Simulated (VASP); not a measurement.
## BN: single point with PBE

BN:

```xyz
4
Lattice="0.0000 -1.8124 -1.8124 -1.8124 0.0000 -1.8124 1.8124 1.8124 -3.6248" Properties=species:S:1:pos:R:3 pbc="T T T"
B    -0.0182   -0.0576   -0.0758
B     0.0182    0.0576   -3.5490
N     0.8876    0.8473   -4.6085
N    -0.8876   -0.8473   -4.4535
```

This cell differs from its parent crystal: mode 4 frozen in at -0.051 Å and mode 5 at -0.085 Å (largest displacements).

```json
{"Program": "VASP 6.6.1", "Task": "single point", "Functional": "PBE", "Potentials or basis": "VASP PAW PBE potentials, release 64 (B, N)", "Cutoff": "520 eV", "k mesh": "6 × 6 × 6", "Occupations": "gaussian, width 0.05 eV", "Spin": "no spin polarisation"}
```

```
Pressure               : -0.1 GPa
Largest force          : 1.208 eV/Å
Band gap on the k mesh : 4.27 eV, indirect (least direct gap 6.23 eV)
```

Forces in eV/Å, atoms in the order of the input:
```
B    0.181  0.527  0.700
B   -0.153 -0.524 -0.681
N    0.214  0.713  0.924
N   -0.243 -0.716 -0.942
```

Stress tensor (GPa, compression positive):
```
 1.92  0.30 -0.62
 0.30 -0.22 -1.02
-0.62 -1.02 -1.95
```

Levels at points of the mesh, in eV from the valence-band top:
```tsv
k point	band 6	band 7	band 8	band 9	band 10	band 11
(0.00, 0.00, 0.00)	-0.24	-0.16	0.00	8.39	8.62	8.71
(0.50, 0.00, 0.00)	-4.92	-3.71	-3.67	7.17	7.45	11.72
(0.00, 0.50, 0.00)	-5.17	-3.65	-3.64	7.30	7.38	12.06
(0.50, 0.50, 0.50)	-4.76	-3.76	-3.71	7.08	7.48	11.66
(0.50, 0.50, 0.00)	-4.91	-2.07	-1.96	4.27	8.75	9.80
(0.00, 0.50, 0.50)	-4.88	-2.20	-1.91	4.34	9.20	9.68
(0.50, 0.00, 0.50)	-4.92	-2.13	-1.93	4.30	8.94	9.75
(0.00, 0.00, 0.50)	-1.41	-1.05	-1.04	8.77	8.96	9.75
```

It took 21 s on 1 thread of AMD EPYC 9R45 96-Core Processor (Zen 5), with other jobs on the host, peak memory 0.13 GiB.

Caveat: the k points lie up to 0.48 Å⁻¹ apart; the cell differs from its parent crystal (mode 4 frozen in at -0.051 Å and mode 5 at -0.085 Å (largest displacements)); forces of over 1 eV/Å act on the atoms, so gaps and moduli don't describe the material at rest. A k mesh can miss the band edges.
